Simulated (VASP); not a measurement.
# Bi2Se3 in VASP: a series of runs, part 2 of 2

VASP 6.6.1.

## (6) Single point, PBE+D3(BJ) (atoms taken out)

Input file INCAR:

```
SYSTEM = Bi2Se3
PREC = Accurate
ENCUT = 520
EDIFF = 1E-6
ISMEAR = 0
SIGMA = 0.1
LREAL = .FALSE.
LASPH = .TRUE.
NELM = 80
ALGO = Normal
ISIF = 2
LWAVE = .FALSE.
LCHARG = .FALSE.
LDIPOL = .TRUE.
IDIPOL = 3
DIPOL = 0.5 0.5 0.500
GGA = PE
IVDW = 12
NBANDS = 32
```

Input file KPOINTS:

```
regular mesh
0
G
  6 6 1
  0 0 0
```

Input file POSCAR:

```
Bi2Se3
1.0
    4.1429474758      0.0000000000      0.0000000000
   -2.0714737379      3.5878977605      0.0000000000
    0.0000000000      0.0000000000     39.9824371303
Se Bi
3 2
Direct
    0.0000000000      0.0000000000      0.4125713805
    0.6666666667      0.3333333333      0.5000000000
    0.3333333333      0.6666666667      0.5874286195
    0.3333333333      0.6666666667      0.4519254870
    0.0000000000      0.0000000000      0.5480745130
```

Potentials or basis: VASP PAW PBE potentials, release 64 (Se, Bi_d).

Command:

```console
> cat potpaw_PBE.64/Se/POTCAR potpaw_PBE.64/Bi_d/POTCAR > POTCAR
> mpirun -np 1 vasp_std > vasp.out
```

OUTCAR:

```text
SYSTEM = Bi2Se3
   PREC = Accurate
   ENCUT = 520
   EDIFF = 1E-6
   ISMEAR = 0
   LREAL = .FALSE.
   LASPH = .TRUE.
   NELM = 80
   ISIF = 2
   GGA = PE
   IVDW = 12
 IVDW          = 12

 ion  position               nearest neighbor table
   1  0.000  0.000  0.413-   4 2.86   4 2.86   4 2.86
   2  0.667  0.333  0.500-   4 3.07   5 3.07   4 3.07   5 3.07   5 3.07   4 3.07
   3  0.333  0.667  0.587-   5 2.86   5 2.86   5 2.86
   4  0.333  0.667  0.452-   1 2.86   1 2.86   1 2.86   2 3.07   2 3.07   2 3.07
   5  0.000  0.000  0.548-   3 2.86   3 2.86   3 2.86   2 3.07   2 3.07   2 3.07

  LATTYP: Found a hexagonal cell.
 ALAT       =     4.1429474758
 C/A-ratio  =     9.6507226712

  Lattice vectors:

 A1 = (   4.1429474758,   0.0000000000,   0.0000000000)
 A2 = (  -2.0714737379,   3.5878977605,   0.0000000000)
 A3 = (   0.0000000000,   0.0000000000,  39.9824371303)

Analysis of symmetry for initial positions (statically):
=====================================================================
 Subroutine PRICEL returns:
 Original cell was already a primitive cell.

 Routine SETGRP: Setting up the symmetry group for a
 hexagonal supercell.

 Subroutine GETGRP returns: Found 12 space group operations
 (whereof  6 operations were pure point group operations)
 out of a pool of 24 trial point group operations.

The static configuration has the point symmetry C_3v.
 The point group associated with its full space group is D_3d.

Analysis of symmetry for dynamics (positions and initial velocities):
=====================================================================
 Subroutine PRICEL returns:
 Original cell was already a primitive cell.

 Routine SETGRP: Setting up the symmetry group for a
 hexagonal supercell.

 Subroutine GETGRP returns: Found 12 space group operations
 (whereof  6 operations were pure point group operations)
 out of a pool of 24 trial point group operations.

The dynamic configuration has the point symmetry C_3v.
 The point group associated with its full space group is D_3d.

 Subroutine INISYM returns: Found 12 space group operations
 (whereof  6 operations are pure point group operations),
 and found     1 'primitive' translations

----------------------------------------------------------------------------------------

                                     Primitive cell

  volume of cell :     594.3178

  direct lattice vectors                    reciprocal lattice vectors
     4.142947476  0.000000000  0.000000000     0.241374047  0.139357371  0.000000000
    -2.071473738  3.587897761  0.000000000     0.000000000  0.278714742  0.000000000
     0.000000000  0.000000000 39.982437130     0.000000000  0.000000000  0.025010982

  length of vectors
     4.142947476  4.142947476 39.982437130     0.278714742  0.278714742  0.025010982

  position of ions in fractional coordinates (direct lattice)
     0.000000000  0.000000000  0.412571380
     0.666666667  0.333333333  0.500000000
     0.333333333  0.666666667  0.587428620
     0.333333333  0.666666667  0.451925487
     0.000000000  0.000000000  0.548074513

  ion indices of the primitive-cell ions
   primitive index   ion index
                 1           1
                 2           2
                 3           3
[... 34 lines left out ...]
  0.500000  0.000000  0.000000      3.000000
  0.166667  0.166667  0.000000      6.000000
  0.333333  0.166667  0.000000     12.000000
  0.333333  0.333333  0.000000      2.000000
   k-points           NKPTS =      7   k-points in BZ     NKDIM =      7   number of bands    NBANDS=     32
   number of dos      NEDOS =    301   number of ions     NIONS =      5
   total plane-waves  NPLWV = 307200
   dimension x,y,z NGX =    32 NGY =   32 NGZ =  300
   dimension x,y,z NGXF=    64 NGYF=   64 NGZF=  600
   ions per type =               3   2
   NGX,Y,Z   is equivalent  to a cutoff of  12.84, 12.84, 12.47 a.u.
   NGXF,Y,Z  is equivalent  to a cutoff of  25.68, 25.68, 24.95 a.u.
 SYSTEM =  Bi2Se3
   PREC   = accura    normal or accurate (medium, high low for compatibility)
   ISTART =      0    job   : 0-new  1-cont  2-samecut
   ICHARG =      2    charge: 1-file 2-atom 10-const
   ISPIN  =      1    spin polarized calculation?
   LNONCOLLINEAR =      F non collinear calculations
   LSORBIT =      F    spin-orbit coupling
   LASPH  =      T    aspherical Exc in radial PAW
   ENCUT  =  520.0 eV  38.22 Ry    6.18 a.u.   7.70  7.70 74.34*2*pi/ulx,y,z
   NELM   =     80;   NELMIN=  2; NELMDL= -5     # of ELM steps
   EDIFF  = 0.1E-05   stopping-criterion for ELM
   LREAL  =      F    real-space projection
   EDIFFG = 0.1E-04   stopping-criterion for IOM
   NSW    =      0    number of steps for IOM
   IBRION =     -1    ionic relax: 0-MD 1-quasi-New 2-CG
   NFREE  =      0    steps in history (QN), initial steepest desc. (CG)
   ISIF   =      2    stress and relaxation
   ISYM   =      2    0-nonsym 1-usesym 2-fastsym
   POTIM  = 0.5000    time-step for ionic-motion
   TEBEG  =    0.0;   TEEND  =   0.0 temperature during run
   PSTRESS=    0.0 pullay stress
   NELECT =      48.0000    total number of electrons
   NUPDOWN=      -1.0000    fix difference up-down
   EMIN   =  10.00;   EMAX   =-10.00  energy-range for DOS
   EFERMI =   0.00;   METHOD = LEGACY
   ISMEAR =     0;   SIGMA  =   0.10  broadening in eV -4-tet -1-fermi 0-gaus
   EFERMI_NEDOS =   21; number of points for ismear=-14 and -15
   IALGO  =     38    algorithm
   IMIX   =      4    mixing-type and parameters
     AMIX     =   0.40;   BMIX     =  1.00
     AMIX_MAG =   1.60;   BMIX_MAG =  1.00
  volume/ion in A,a.u.               =     118.86       802.13
  Fermi-wavevector in a.u.,A,eV,Ry     =   0.707645  1.337256  6.813280  0.500762
  Thomas-Fermi vector in A             =   1.793749
   LORBIT       =      0    0 simple, 1 ext, 2 COOP (PROOUT), +10 PAW based schemes
   GGA     = PE    functional components
   LHFCALC =     F    Hartree Fock is set to
   AEXX    =    0.0000 exact exchange contribution
   IVDW    =    12    specifies the selected vdW correction
   LEPSILON=     F    determine dielectric tensor
   LRPA    =     F    only Hartree local field effects (RPA)
 non-spin polarized calculation
 Gauss-broadening in eV      SIGMA  =   0.10
  energy-cutoff  :      520.00
  volume of cell :      594.32
 maximum number of plane-waves:     16115
 NGX is ok and might be reduce to    32
   NGX = 15   NGY = 15   NGZ =149

 number of electron      48.0000009 magnetization

 dipolmoment           0.000000      0.000000      0.000002 electrons x Angstroem

 Free energy of the ion-electron system (eV)
  ---------------------------------------------------
  ext. energy  EPLUGINS =         0.00000000
  ---------------------------------------------------
  free energy    TOTEN  =       -20.20114922 eV

  energy without entropy =      -20.20114922  energy(sigma->0) =      -20.20114922

 E-fermi :  -3.0315     XC(G=0):  -2.5704

 val. band max:       -3.5678096087   @ k =   0.1667   0.0000   0.0000
 cond. band min:      -2.6062045555   @ k =   0.0000   0.0000   0.0000
 fundamental gap:      0.9616050532
 Fermi energy:        -3.0315154880

 k-point     1 :       0.0000    0.0000    0.0000
  band No.  band energies     occupation
      1     -26.0566      2.00000
      2     -26.0566      2.00000
      3     -26.0549      2.00000
      4     -26.0549      2.00000
      5     -26.0488      2.00000
      6     -26.0464      2.00000
[... 234 lines left out ...]
     31       3.7954      0.00000
     32       3.7955      0.00000

------------------------ aborting loop because EDIFF is reached ----------------------------------------

 vacuum level on the upper side and lower side of the slab       (xc-potential included)        -0.005        -0.005

 Edisp (eV)   -1.58621

 E8    (eV) :    -0.7480

  FORCE on cell =-STRESS in cart. coord.  units (eV):
  Direction    XX          YY          ZZ          XY          YZ          ZX
  --------------------------------------------------------------------------------------
  -------------------------------------------------------------------------------------
  Total      -0.35542    -0.35542     0.10801     0.00000     0.00000     0.00000
  in kB      -0.95814    -0.95814     0.29118     0.00000     0.00000     0.00000
  external pressure =       -0.54 kB  Pullay stress =        0.00 kB

 VOLUME and BASIS-vectors are now :
 -----------------------------------------------------------------------------
  energy-cutoff  :      520.00
  volume of cell :      594.32
      direct lattice vectors                 reciprocal lattice vectors
     4.142947476  0.000000000  0.000000000     0.241374047  0.139357371  0.000000000
    -2.071473738  3.587897761  0.000000000     0.000000000  0.278714742  0.000000000
     0.000000000  0.000000000 39.982437130     0.000000000  0.000000000  0.025010982

 POSITION                                       TOTAL-FORCE (eV/Angst)
 -----------------------------------------------------------------------------------
      0.00000      0.00000     16.49561        -0.000000     -0.000000     -0.011480
      2.07147      1.19597     19.99122        -0.000000     -0.000000      0.000000
     -0.00000      2.39193     23.48683         0.000000     -0.000000      0.011480
     -0.00000      2.39193     18.06908         0.000000     -0.000000     -0.016769
      0.00000      0.00000     21.91335        -0.000000      0.000000      0.016769
 -----------------------------------------------------------------------------------
    total drift:                                0.000000     -0.000000      0.000123

  FREE ENERGIE OF THE ION-ELECTRON SYSTEM (eV)
  ---------------------------------------------------
  free  energy   TOTEN  =       -21.7873568745 eV

  energy  without entropy=      -21.7873568745  energy(sigma->0) =      -21.78735687

 vacuum level on the upper side and lower side of the slab         2.460         2.460
```

OSZICAR:

```text
N       E                     dE             d eps       ncg     rms          rms(c)
DAV:   1     0.380024697394E+03    0.38002E+03   -0.19392E+04   592   0.112E+03
DAV:   2     0.241910095886E+02   -0.35583E+03   -0.34781E+03   576   0.269E+02
DAV:   3    -0.194098803212E+02   -0.43601E+02   -0.42898E+02   568   0.106E+02
[... 12 lines left out ...]
DAV:  16    -0.202011260186E+02   -0.15564E-04   -0.14971E-07   344   0.198E-03    0.958E-04
DAV:  17    -0.202011425095E+02   -0.16491E-04   -0.19796E-07   344   0.151E-03    0.712E-04
DAV:  18    -0.202011473859E+02   -0.48764E-05   -0.58603E-08   360   0.119E-03    0.217E-04
DAV:  19    -0.202011488769E+02   -0.14910E-05   -0.47144E-08   336   0.877E-04    0.324E-04
DAV:  20    -0.202011492173E+02   -0.34039E-06   -0.34584E-09   384   0.571E-04
   1 F= -.21787357E+02 E0= -.21787357E+02  d E =-.218402E-10
```

It took 1.8 min on 1 thread of Intel Xeon 6975P-C (Granite Rapids), shared host; peak memory 0.66 GiB.

What came out:

| Quantity | Value |
| --- | --- |
| Free energy | -21.7874 eV |
| Largest force | 0.017 eV/Å |
| Band gap on the k mesh | 0.96 eV (least direct gap 1.28 eV) |
| Dispersion energy per atom | -0.317 eV |

Forces in eV/Å, atoms in the order of the input:
```
Se   0.000  0.000 -0.011
Se   0.000  0.000  0.000
Se   0.000  0.000  0.011
Bi   0.000  0.000 -0.017
Bi   0.000  0.000  0.017
```

Levels at points of the mesh, in eV from the valence-band top:
```tsv
k point	band 20	band 21	band 22	band 23	band 24	band 25	band 26	band 27	band 28	band 29
(0.00, 0.00, 0.00)	-0.94	-0.65	-0.59	-0.59	-0.31	0.96	2.23	2.23	2.73	3.25
(0.50, 0.00, 0.00)	-1.99	-1.68	-0.94	-0.73	-0.50	1.79	2.92	2.98	3.67	4.51
```

Caveat: the cell differs from its parent crystal (atoms taken out); spin-orbit coupling is left out, which moves the levels of the heavy elements.

## (7) Summary

| cell | k mesh | smearing | gap on the mesh (eV) | largest force (eV/Å) |
| --- | --- | --- | --- | --- |
| a = 4.207, b = 4.207, c = 39.982 Å, angles 90.0, 90.0, 120.0°, 5 atoms, atomic positions A | 12 × 12 × 1 | gaussian 0.02 eV | 0.75 | 0.01 |
| a = 4.289, b = 4.289, c = 39.982 Å, angles 90.0, 90.0, 120.0°, 5 atoms, atomic positions B | 12 × 12 × 1 | gaussian 0.02 eV | 0.58 | 0.01 |
| a = 4.124, b = 4.124, c = 39.982 Å, angles 90.0, 90.0, 120.0°, 5 atoms, atomic positions C | 12 × 12 × 1 | gaussian 0.02 eV | 0.94 | 0.01 |
| a = 4.143, b = 4.143, c = 39.982 Å, angles 90.0, 90.0, 120.0°, 5 atoms, atomic positions D | 12 × 12 × 1 | gaussian 0.02 eV | 0.89 | 0.05 |
| a = 4.143, b = 4.143, c = 39.982 Å, angles 90.0, 90.0, 120.0°, 5 atoms, atomic positions D | 6 × 6 × 1 | gaussian 0.1 eV | 0.96 | 0.02 |

Alike in all rows: task single point; level PBE+D3(BJ); potentials or basis VASP PAW PBE potentials, release 64 (Se, Bi_d); no spin polarisation; cutoff (eV) 520.

Caveats: spin-orbit coupling is left out, which moves the levels of the heavy elements.

Total energies depend on the potentials used, so only differences within one code and one set of settings carry meaning.
